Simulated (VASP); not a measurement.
# W (I4/mmm) in VASP: further runs

W is run at these levels: PBE; tasks: single point.

All numbers are computed with VASP 6.6.1; they aren't measurements. Logs are shortened: lines on timing, memory, paths and dates and some standing lists are left out, and cuts for length are marked.

### 1 The cell of the first run

Symmetry: I4/mmm, No. 139, tetragonal system. The conventional cell has a = 3.354 Å, b = 3.354 Å, c = 3.274 Å, α = 90.00°, β = 90.00°, γ = 90.00°. W (site symmetry 4/mmm) has 14 W at 2.88 to 3.35 Å within 3.8 Å.

### 2 Single point, PBE (strain +0.050 along x and y, +0.025 along z)

File INCAR:

```
PREC     = Accurate       # precision mode
ENCUT    = 520            # plane-wave cutoff, eV
EDIFF    = 1E-6           # SCF threshold, eV
ISMEAR   = 0              # smearing method
SIGMA    = 0.15           # smearing width, eV
LREAL    = F              # projectors in reciprocal space
LASPH    = T              # aspherical terms in the spheres
NELM     = 80             # most SCF steps
ALGO     = Fast           # electronic algorithm
ISIF     = 2              # what is computed and relaxed
LWAVE    = F              # write WAVECAR
LCHARG   = F              # write CHGCAR
GGA      = PE             # functional
NBANDS   = 13             # bands
```

File KPOINTS:

```
Automatic mesh
0
Gamma
  20 20 20
```

File POSCAR:

```
W
1.0
   -1.6771650000      1.6771650000      1.6372325000
    1.6771650000     -1.6771650000      1.6372325000
    1.6771650000      1.6771650000     -1.6372325000
W
1
Direct
    0.0000000000      0.0000000000      0.0000000000
```

Potentials or basis: VASP PAW PBE potentials, release 64 (W_sv).

The run is started by

```console
$ cat potpaw_PBE.64/W_sv/POTCAR > POTCAR
$ mpirun -np 1 vasp_std > vasp.out
```

OUTCAR:

```text
PREC = Accurate
   ENCUT = 520
   EDIFF = 1E-6
   ISMEAR = 0
   LREAL = F
   LASPH = T
   NELM = 80
   ISIF = 2
   GGA = PE

 ion  position               nearest neighbor table
   1  0.000  0.000  0.000-

  LATTYP: Found a body centered tetragonal cell.
 ALAT       =     3.3543300000
 C/A-ratio  =     0.9761904762

  Lattice vectors:

 A1 = (  -1.6771650000,   1.6771650000,   1.6372325000)
 A2 = (   1.6771650000,  -1.6771650000,   1.6372325000)
 A3 = (   1.6771650000,   1.6771650000,  -1.6372325000)

Analysis of symmetry for initial positions (statically):
=====================================================================
 Subroutine PRICEL returns:
 Original cell was already a primitive cell.

 Routine SETGRP: Setting up the symmetry group for a
 body centered tetragonal supercell.

 Subroutine GETGRP returns: Found 16 space group operations
 (whereof 16 operations were pure point group operations)
 out of a pool of 16 trial point group operations.

The static configuration has the point symmetry D_4h.

Analysis of symmetry for dynamics (positions and initial velocities):
=====================================================================
 Subroutine PRICEL returns:
 Original cell was already a primitive cell.

 Routine SETGRP: Setting up the symmetry group for a
 body centered tetragonal supercell.

 Subroutine GETGRP returns: Found 16 space group operations
 (whereof 16 operations were pure point group operations)
 out of a pool of 16 trial point group operations.

The dynamic configuration has the point symmetry D_4h.

 Subroutine INISYM returns: Found 16 space group operations
 (whereof 16 operations are pure point group operations),
 and found     1 'primitive' translations

----------------------------------------------------------------------------------------

                                     Primitive cell

  volume of cell :      18.4214

  direct lattice vectors                    reciprocal lattice vectors
    -1.677165000  1.677165000  1.637232500     0.000000000  0.298122129  0.305393400
     1.677165000 -1.677165000  1.637232500     0.298122129  0.000000000  0.305393400
     1.677165000  1.677165000 -1.637232500     0.298122129  0.298122129  0.000000000

  length of vectors
     2.882064387  2.882064387  2.882064387     0.426780895  0.426780895  0.421608358

  position of ions in fractional coordinates (direct lattice)
     0.000000000  0.000000000  0.000000000

  ion indices of the primitive-cell ions
   primitive index   ion index
                 1           1

----------------------------------------------------------------------------------------

 KPOINTS: Automatic mesh

Automatic generation of k-mesh.
 Grid dimensions read from file:
 generate k-points for:   20   20   20

 Generating k-lattice:

  Cartesian coordinates                     Fractional coordinates (reciprocal lattice)
     0.000000000  0.014906106  0.015269670     0.050000000  0.000000000 -0.000000000
     0.014906106  0.000000000  0.015269670     0.000000000  0.050000000 -0.000000000
     0.014906106  0.014906106  0.000000000     0.000000000  0.000000000  0.050000000

  Length of vectors
     0.021339045  0.021339045  0.021080418

  Shift w.r.t. Gamma in fractional coordinates (k-lattice)
     0.000000000  0.000000000  0.000000000

 Subroutine IBZKPT returns following result:
 ===========================================

 Found    641 irreducible k-points:

 Following reciprocal coordinates:
            Coordinates               Weight
  0.000000  0.000000  0.000000      1.000000
  0.050000  0.000000  0.000000      8.000000
  0.100000 -0.000000  0.000000      8.000000
  0.150000  0.000000 -0.000000      8.000000
  0.200000 -0.000000  0.000000      8.000000
  0.250000  0.000000  0.000000      8.000000
[... 16 lines left out ...]
 -0.400000  0.050000  0.000000     16.000000
 -0.350000  0.050000  0.000000     16.000000
 [... further k-points ...]
   k-points           NKPTS =    641   k-points in BZ     NKDIM =    641   number of bands    NBANDS=     13
   number of dos      NEDOS =    301   number of ions     NIONS =      1
   total plane-waves  NPLWV =  13824
   dimension x,y,z NGX =    24 NGY =   24 NGZ =   24
   dimension x,y,z NGXF=    48 NGYF=   48 NGZF=   48
   ions per type =               1
   NGX,Y,Z   is equivalent  to a cutoff of  13.84, 13.84, 13.84 a.u.
   NGXF,Y,Z  is equivalent  to a cutoff of  27.69, 27.69, 27.69 a.u.
 SYSTEM =  unknown system
   PREC   = accura    normal or accurate (medium, high low for compatibility)
   ISTART =      0    job   : 0-new  1-cont  2-samecut
   ICHARG =      2    charge: 1-file 2-atom 10-const
   ISPIN  =      1    spin polarized calculation?
   LNONCOLLINEAR =      F non collinear calculations
   LSORBIT =      F    spin-orbit coupling
   LASPH  =      T    aspherical Exc in radial PAW
   ENCUT  =  520.0 eV  38.22 Ry    6.18 a.u.   5.36  5.36  5.36*2*pi/ulx,y,z
   NELM   =     80;   NELMIN=  2; NELMDL= -5     # of ELM steps
   EDIFF  = 0.1E-05   stopping-criterion for ELM
   LREAL  =      F    real-space projection
   EDIFFG = 0.1E-04   stopping-criterion for IOM
   NSW    =      0    number of steps for IOM
   IBRION =     -1    ionic relax: 0-MD 1-quasi-New 2-CG
   NFREE  =      0    steps in history (QN), initial steepest desc. (CG)
   ISIF   =      2    stress and relaxation
   ISYM   =      2    0-nonsym 1-usesym 2-fastsym
   POTIM  = 0.5000    time-step for ionic-motion
   TEBEG  =    0.0;   TEEND  =   0.0 temperature during run
   PSTRESS=    0.0 pullay stress
   NELECT =      14.0000    total number of electrons
   NUPDOWN=      -1.0000    fix difference up-down
   EMIN   =  10.00;   EMAX   =-10.00  energy-range for DOS
   EFERMI =   0.00;   METHOD = LEGACY
   ISMEAR =     0;   SIGMA  =   0.15  broadening in eV -4-tet -1-fermi 0-gaus
   EFERMI_NEDOS =   21; number of points for ismear=-14 and -15
   IALGO  =     68    algorithm
   IMIX   =      4    mixing-type and parameters
     AMIX     =   0.40;   BMIX     =  1.00
     AMIX_MAG =   1.60;   BMIX_MAG =  1.00
  volume/ion in A,a.u.               =      18.42       124.31
  Fermi-wavevector in a.u.,A,eV,Ry     =   1.493976  2.823205 30.367705  2.231963
  Thomas-Fermi vector in A             =   2.606308
   LORBIT       =      0    0 simple, 1 ext, 2 COOP (PROOUT), +10 PAW based schemes
   GGA     = PE    functional components
   LHFCALC =     F    Hartree Fock is set to
   AEXX    =    0.0000 exact exchange contribution
   IVDW    =     0    specifies the selected vdW correction
   LEPSILON=     F    determine dielectric tensor
   LRPA    =     F    only Hartree local field effects (RPA)
 non-spin polarized calculation
 RMM-DIIS sequential band-by-band and
 Gauss-broadening in eV      SIGMA  =   0.15
  energy-cutoff  :      520.00
  volume of cell :       18.42
 maximum number of plane-waves:       510
 NGX is ok and might be reduce to    24
   NGX = 11   NGY = 11   NGZ = 11

 number of electron      14.0000001 magnetization

 Free energy of the ion-electron system (eV)
  ---------------------------------------------------
  ext. energy  EPLUGINS =         0.00000000
  ---------------------------------------------------
  free energy    TOTEN  =       -12.71665274 eV

  energy without entropy =      -12.71214849  energy(sigma->0) =      -12.71440062

 E-fermi :   9.4050     XC(G=0): -12.8102

 val. band max:        9.3806104394   @ k =   0.5000   0.5000   0.2000
 cond. band min:       9.4062053720   @ k =  -0.2000   0.2500   0.1000
 fundamental gap:      0.0255949327
 Fermi energy:         9.4050022249

 k-point     1 :       0.0000    0.0000    0.0000
  band No.  band energies     occupation
      1     -65.0216      2.00000
      2     -28.7571      2.00000
      3     -28.7571      2.00000
      4     -28.7446      2.00000
      5       0.6023      2.00000
      6       8.2033      2.00000
      7       8.4712      2.00000
      8       8.4712      2.00000
      9      11.1135      0.00000
     10      11.4587      0.00000
     11      23.4043      0.00000
     12      23.4043      0.00000
     13      23.8312      0.00000

 k-point     2 :       0.0500    0.0000    0.0000
  band No.  band energies     occupation
      1     -65.0199      2.00000
      2     -28.7725      2.00000
      3     -28.7637      2.00000
      4     -28.7494      2.00000
      5       0.7051      2.00000
      6       8.2032      2.00000
      7       8.4565      2.00000
      8       8.5067      2.00000
      9      11.0939      0.00000
     10      11.3924      0.00000
     11      23.5521      0.00000
     12      23.5805      0.00000
     13      23.9787      0.00000

 k-point     3 :       0.1000   -0.0000    0.0000
  band No.  band energies     occupation
      1     -65.0151      2.00000
      2     -28.8287      2.00000
      3     -28.7829      2.00000
      4     -28.7512      2.00000
      5       1.0062      2.00000
      6       8.0841      2.00000
      7       8.3968      2.00000
      8       8.7407      2.00000
      9      10.9981      0.00000
     10      11.2936      0.00000
     11      23.8443      0.00000
     12      24.0966      0.00000
     13      24.4380      0.00000
[... 305 lines left out ...]
 k-point    23 :      -0.4000    0.0500    0.0000
  band No.  band energies     occupation
      1     -64.9631      2.00000
      2     -29.4111      2.00000
      3     -28.9863      2.00000
      4     -28.7637      2.00000
      5       3.9688      2.00000
      6       6.6417      2.00000
      7       8.3201      2.00000
      8      11.1975      0.00000
      9      11.7826      0.00000
     10      13.0404      0.00000
     11      20.2106      0.00000
     12      21.5596      0.00000
     13      25.9403      0.00000

 k-point    24 :      -0.3500    0.0500    0.0000
  band No.  band energies     occupation
      1     -64.9716      2.00000
      2     -29.3194      2.00000
      3     -28.9520      2.00000
      4     -28.7625      2.00000
      5       3.6641      2.00000
      6       6.8524      2.00000
      7       7.8779      2.00000
      8      11.0369      0.00000
      9      11.6358      0.00000
     10      12.1047      0.00000
     11      21.5462      0.00000
     12      22.5129      0.00000
     13      27.3294      0.00000

 [... further k-points ...]

------------------------ aborting loop because EDIFF is reached ----------------------------------------

  FORCE on cell =-STRESS in cart. coord.  units (eV):
  Direction    XX          YY          ZZ          XY          YZ          ZX
  --------------------------------------------------------------------------------------
  -------------------------------------------------------------------------------------
  Total       -3.6738147     -3.6738147     -3.0136000      0.0000000      0.0000000     -0.0000000
  in kB     -319.5257784   -319.5257784   -262.1043680      0.0000000      0.0000000     -0.0000000
  external PRESSURE =    -300.3853082 kB  Pullay stress =       0.0000000 kB

 VOLUME and BASIS-vectors are now :
 -----------------------------------------------------------------------------
  energy-cutoff  :      520.00
  volume of cell :       18.42
      direct lattice vectors                 reciprocal lattice vectors
    -1.677165000  1.677165000  1.637232500     0.000000000  0.298122129  0.305393400
     1.677165000 -1.677165000  1.637232500     0.298122129  0.000000000  0.305393400
     1.677165000  1.677165000 -1.637232500     0.298122129  0.298122129  0.000000000

 POSITION                                       TOTAL-FORCE (eV/Angst)
 -----------------------------------------------------------------------------------
      0.00000      0.00000      0.00000        -0.000000      0.000000      0.000000
 -----------------------------------------------------------------------------------
    total drift:                                0.000000      0.000000      0.000000

  FREE ENERGIE OF THE ION-ELECTRON SYSTEM (eV)
  ---------------------------------------------------
  free  energy   TOTEN  =       -12.7166527383 eV

  energy  without entropy=      -12.7121484928  energy(sigma->0) =      -12.71440062
```

It took 62 s on 1 thread of Intel Xeon Platinum 8488C (Sapphire Rapids), shared host; peak memory 0.25 GiB.

Results:

* Free energy: -12.7167 eV
* Pressure: -30.0 GPa
* Band gap on the k mesh: zero (bands 7 and 8 overlap by 5.08 eV)

Stress tensor (GPa, compression positive):
```
-31.95   0.00   0.00
  0.00 -31.95   0.00
  0.00   0.00 -26.21
```

Caveat: the cell differs from its parent crystal (strain +0.050 along x and y, +0.025 along z); the stress differs along the axes, from -32 to -26 GPa; spin-orbit coupling is left out, which moves the levels of the heavy elements.

### 3 Single point, PBE (strain -0.050 along x and y, -0.025 along z)

File INCAR:

```
SYSTEM = W
PREC     = Accurate       ! precision mode
ENCUT    = 520            ! plane-wave cutoff, eV
EDIFF    = 1E-7           ! SCF threshold, eV
ISMEAR   = 0              ! smearing method
SIGMA    = 0.15           ! smearing width, eV
LREAL    = .FALSE.        ! projectors in reciprocal space
LASPH    = .TRUE.         ! aspherical terms in the spheres
NELM     = 80             ! most SCF steps
ALGO     = Normal         ! electronic algorithm
ISIF     = 2              ! what is computed and relaxed
LWAVE    = .FALSE.        ! write WAVECAR
LCHARG   = .FALSE.        ! write CHGCAR
GGA      = PE             ! functional
NBANDS   = 13             ! bands
```

File KPOINTS:

```
regular mesh
0
G
  20 20 20
  0 0 0
```

File POSCAR:

```
W
1.0
   -1.5174350000      1.5174350000      1.5573675000
    1.5174350000     -1.5174350000      1.5573675000
    1.5174350000      1.5174350000     -1.5573675000
W
1
Direct
    0.0000000000      0.0000000000      0.0000000000
```

Potentials or basis: VASP PAW PBE potentials, release 64 (W_sv).

The run is started by

```console
$ cat potpaw_PBE.64/W_sv/POTCAR > POTCAR
$ mpirun -np 1 vasp_std > vasp.out
```

Run time: 51 s. Hardware: 1 thread of Intel Xeon Platinum 8488C (Sapphire Rapids), shared host; peak memory 0.22 GiB.

The run converged. Its results:

```yaml
Free_energy: -12.7117 eV
Pressure: 46.8 GPa
Band_gap_on_the_k_mesh: zero (bands 7 and 8 overlap by 7.04 eV)
```

Stress tensor (GPa, compression positive):
```
50.39  0.00  0.00
 0.00 50.39  0.00
 0.00  0.00 39.54
```

Levels at points of the mesh, in eV from the Fermi level:
| k point | band 5 | band 6 | band 7 | band 8 | band 9 | band 10 |
| --- | --- | --- | --- | --- | --- | --- |
| (0.00, 0.00, 0.00) | -10.25 | -1.61 | -1.61 | -1.22 | 2.15 | 2.68 |
| (0.50, 0.00, 0.00) | -7.03 | -4.02 | 0.95 | 2.16 | 3.48 | 6.99 |
| (0.50, 0.50, 0.00) | -7.04 | -4.42 | 1.18 | 2.75 | 3.69 | 7.09 |
| (0.50, 0.50, 0.50) | -6.81 | -6.72 | 5.77 | 5.90 | 5.90 | 8.57 |

Caveat: the cell differs from its parent crystal (strain -0.050 along x and y, -0.025 along z); the stress differs along the axes, from 40 to 50 GPa; spin-orbit coupling is left out, which moves the levels of the heavy elements.

### 4 Single point, PBE (strain -0.050 along x and y, +0.000 along z)

File INCAR:

```
SYSTEM = W
PREC = Accurate
ENCUT = 520
EDIFF = 1E-7
ISMEAR = 0
SIGMA = 0.15
LREAL = .FALSE.
LASPH = .TRUE.
NELM = 100
ALGO = Normal
ISIF = 2
LWAVE = .FALSE.
LCHARG = .FALSE.
GGA = PE
NBANDS = 13
```

File KPOINTS:

```
Automatic mesh
0
G
  20 20 20
  0 0 0
```

File POSCAR:

```
W
1.0
   -1.5174350000      1.5174350000      1.5973000000
    1.5174350000     -1.5174350000      1.5973000000
    1.5174350000      1.5174350000     -1.5973000000
W
1
Direct
    0.0000000000      0.0000000000      0.0000000000
```

Potentials or basis: VASP PAW PBE potentials, release 64 (W_sv).

The run is started by

```console
$ cat potpaw_PBE.64/W_sv/POTCAR > POTCAR
$ mpirun -np 1 vasp_std > vasp.out
```

OUTCAR:

```text
SYSTEM = W
   PREC = Accurate
   ENCUT = 520
   EDIFF = 1E-7
   ISMEAR = 0
   LREAL = .FALSE.
   LASPH = .TRUE.
   NELM = 100
   ISIF = 2
   GGA = PE

 ion  position               nearest neighbor table
   1  0.000  0.000  0.000-

  LATTYP: Found a body centered tetragonal cell.
 ALAT       =     3.0348700000
 C/A-ratio  =     1.0526315789

  Lattice vectors:

[... 561 lines left out ...]
      9      15.7089      0.00000
     10      16.2661      0.00000
     11      26.3824      0.00000
     12      27.8322      0.00000
     13      34.6746      0.00000

 [... further k-points ...]

------------------------ aborting loop because EDIFF is reached ----------------------------------------

  FORCE on cell =-STRESS in cart. coord.  units (eV):
  Direction    XX          YY          ZZ          XY          YZ          ZX
  --------------------------------------------------------------------------------------
  -------------------------------------------------------------------------------------
  Total        3.8293298      3.8293298      2.0582234      0.0000000      0.0000000     -0.0000000
  in kB      417.0294058    417.0294058    224.1488023      0.0000000      0.0000000     -0.0000000
  external PRESSURE =     352.7358713 kB  Pullay stress =       0.0000000 kB

 VOLUME and BASIS-vectors are now :
 -----------------------------------------------------------------------------
  energy-cutoff  :      520.00
  volume of cell :       14.71
      direct lattice vectors                 reciprocal lattice vectors
    -1.517435000  1.517435000  1.597300000     0.000000000  0.329503405  0.313028235
     1.517435000 -1.517435000  1.597300000     0.329503405  0.000000000  0.313028235
     1.517435000  1.517435000 -1.597300000     0.329503405  0.329503405  0.000000000

 POSITION                                       TOTAL-FORCE (eV/Angst)
 -----------------------------------------------------------------------------------
      0.00000      0.00000      0.00000        -0.000000      0.000000     -0.000000
 -----------------------------------------------------------------------------------
    total drift:                                0.000000     -0.000000      0.000000

  FREE ENERGIE OF THE ION-ELECTRON SYSTEM (eV)
  ---------------------------------------------------
  free  energy   TOTEN  =       -12.7824178001 eV

  energy  without entropy=      -12.7777339109  energy(sigma->0) =      -12.78007586
```

stdout:

```text
POSCAR found type information on POSCAR W
 POSCAR found :  1 types and       1 ions
 scaLAPACK will be used
 LDA part: xc-table for (Slater+PW92), standard interpolation
 POSCAR, INCAR and KPOINTS ok, starting setup
 FFT: planning ... GRIDC
 FFT: planning ... GRID_SOFT
 FFT: planning ... GRID
 WAVECAR not read
 entering main loop
```

It took 48 s on 1 thread of Intel Xeon Platinum 8488C (Sapphire Rapids), shared host; peak memory 0.22 GiB.

What came out:

* Free energy: -12.7824 eV
* Pressure: 35.3 GPa
* Band gap on the k mesh: zero (bands 7 and 8 overlap by 6.61 eV)

Stress tensor (GPa, compression positive):
```
41.70  0.00  0.00
 0.00 41.70  0.00
 0.00  0.00 22.41
```

Caveat: the cell differs from its parent crystal (strain -0.050 along x and y, +0.000 along z); the stress differs along the axes, from 22 to 42 GPa; spin-orbit coupling is left out, which moves the levels of the heavy elements.

### 5 The runs side by side

| cell | gap on the mesh (eV) | pressure (GPa) |
| --- | --- | --- |
| a = 2.882 Å, angles 108.8, 108.8, 110.8°, 1 atom | none | -30.0 |
| a = 2.652 Å, angles 110.2, 110.2, 108.1°, 1 atom | none | 46.8 |
| a = 2.675 Å, angles 110.9, 110.9, 106.7°, 1 atom | none | 35.3 |

Alike in all rows: task single point; level PBE; potentials or basis VASP PAW PBE potentials, release 64 (W_sv); no spin polarisation; k mesh 20 × 20 × 20; cutoff (eV) 520; smearing gaussian 0.15 eV.

Caveats: spin-orbit coupling is left out, which moves the levels of the heavy elements; the stress differs along the axes, from -32 to -26 GPa (at least some runs); the stress differs along the axes, from 40 to 50 GPa (at least some runs); the stress differs along the axes, from 22 to 42 GPa (at least some runs).

Total energies depend on the potentials used, so only differences within one code and one set of settings carry meaning.

The gap in the log of VASP goes by the Fermi energy; the results here count the filled bands.